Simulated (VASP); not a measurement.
A run of VASP 6.6.1 is set up as follows.

Contents of INCAR:

```
ALGO = Normal
EDIFF = 1E-6
ENCUT = 500
GGA = PS
GGA_COMPAT = False
ISIF = 2
ISMEAR = 0
LASPH = True
LCHARG = False
LREAL = False
LWAVE = False
NBANDS = 21
NELM = 120
PREC = Accurate
SIGMA = 0.1
```

The input KPOINTS:

```
k-points
0
Gamma
  9 9 4
```

Contents of POSCAR:

```
Mo
1.0
    2.8046577058      0.0000000000      0.0000000000
   -1.4023288529      2.4289048221      0.0000000000
    0.0000000000      0.0000000000      4.5800060336
Mo
2
Direct
    0.3333333333      0.6666666667      0.2500000000
    0.6666666667      0.3333333333      0.7500000000
```

Potentials or basis: VASP PAW PBE potentials, release 64 (Mo_sv).

Command:

```bash
$ cat potpaw_PBE.64/Mo_sv/POTCAR > POTCAR
$ mpirun -np 1 vasp_std > vasp.out
```

(1) What does it give for the band gap on the k mesh?

(2) Predict the pressure.

## Answers

(1) zero (band 14 reaches 13.17 eV, above the bottom of band 15 at 11.30 eV).

(2) -1.2 GPa.

Caveat: the PAW data sets were made with another functional, which shifts forces and pressure a little.
